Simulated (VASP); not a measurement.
Set up this calculation in VASP 6.6.1, as the native input.

```yaml
Task: single point
Functional: HSE06
Potentials_or_basis: VASP PAW PBE potentials, release 64 (Te, Mo_sv)
Cutoff: 520 eV
k_mesh: 6 × 6 × 2
Occupations: gaussian, width 0.01 eV
Spin: no spin polarisation
Dipole_correction: no
Grid_for_exact_exchange_PRECFOCK: Normal
Further_INCAR_settings: ALGO = Normal; EDIFF = 1e-06; NBANDS = 20
Share_of_exact_exchange: 0.25
Screening_parameter: 0.2079 1/Å
```

The system is Te2Mo.

```xyz
3
Lattice="3.3670 0.0000 0.0000 -1.6835 2.9159 0.0000 0.0000 0.0000 7.8269" Properties=species:S:1:pos:R:3 pbc="T T T"
Te    0.0000    1.9439    5.9662
Te    0.0000    1.9439    1.8607
Mo    0.0000    0.0000    0.0000
```

This cell differs from its parent crystal: biaxial xy strain -4.8%.

These files were run (other wordings do the same):

POSCAR

```
Te2Mo
1.0
    3.3669604616      0.0000000000      0.0000000000
   -1.6834802308      2.9158732933      0.0000000000
    0.0000000000      0.0000000000      7.8269141206
Te Mo
2 1
Direct
    0.3333333333      0.6666666667      0.7622632885
    0.3333333333      0.6666666667      0.2377367115
    0.0000000000      0.0000000000      0.0000000000
```

INCAR.step1

```
SYSTEM = Te2Mo
  PREC = Accurate
  ENCUT = 520
  EDIFF = 1E-5
  ISMEAR = 0
  SIGMA = 0.01
  LREAL = .False.
  LASPH = .True.
  NELM = 80
  ALGO = Normal
  ISIF = 2
  LWAVE = .True.
  LCHARG = .False.
  NBANDS = 20
  GGA = PE
```

INCAR.step2

```
SYSTEM = Te2Mo
  PREC = Accurate
  ENCUT = 520
  EDIFF = 1E-6
  ISMEAR = 0
  SIGMA = 0.01
  LREAL = .False.
  LASPH = .True.
  NELM = 80
  ALGO = Normal
  ISIF = 2
  LWAVE = .False.
  LCHARG = .False.
  GGA = PE
  LHFCALC = .True.
  HFSCREEN = 0.2079
  PRECFOCK = Normal
  NBANDS = 20
  ISTART = 1
```

KPOINTS

```
regular mesh
0
Gamma
  6 6 2
  0 0 0
```

Potentials or basis: VASP PAW PBE potentials, release 64 (Te, Mo_sv).

The run is started by

```sh
$ cat potpaw_PBE.64/Te/POTCAR potpaw_PBE.64/Mo_sv/POTCAR > POTCAR
$ cp INCAR.step1 INCAR
$ mpirun -np 1 vasp_std > vasp.out
$ cp INCAR.step2 INCAR
$ mpirun -np 1 vasp_std > vasp.out
```

It gave:

| Item | Value |
| --- | --- |
| Pressure | 4.0 GPa |
| Largest force | 0.397 eV/Å |
| Band gap on the k mesh | 1.18 eV (least direct gap 1.77 eV) |

Caveat: the cell differs from its parent crystal (biaxial xy strain -4.8%); the cell stands under pressure; the PAW data sets were made with another functional, which shifts forces and pressure a little; spin-orbit coupling is left out, which moves the levels of the heavy elements; this functional lacks dispersion, which binds the layers, so the pressure and a relaxed spacing across them are unreliable.

Run time: 35 min on 1 thread of AMD EPYC 7R13 Processor (Zen 3) (shared host), peak memory 0.31 GiB.
